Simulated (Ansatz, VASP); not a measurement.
## Two plane-wave programs on SnMo

```
Sn Mo
1.0
     0.00000    3.08157    3.08157
     3.08157    0.00000    3.08157
     3.08157    3.08157    0.00000
Sn Mo
1 1
Direct
  0.00000 0.00000 0.00000
  0.75000 0.75000 0.75000
```

Alike in both runs: functional PBE; k mesh 6 × 6 × 6; occupations gaussian, width 0.1 eV; no spin polarisation.

Ansatz relaxed the structure, and its values are those at the end. VASP's run is a single point on that final structure, the one shown.

```csv
,VASP,Ansatz
version,VASP 6.6.1,Ansatz 0.2.0
potentials or method,"VASP PAW PBE potentials, release 64 (Sn_d, Mo_sv), cutoff 520 eV","scalar-relativistic, plane waves, PAW"
valence electrons in the cell,28,28
```

|  | VASP | Ansatz | Ansatz less VASP |
| --- | --- | --- | --- |
| gap on the k mesh at the Fermi level (eV) | none | none | - |
| pressure (GPa) | 0.1 | 0.1 | -0.05 |

A gap of «none» marks a metal or a gap that the smearing closes.
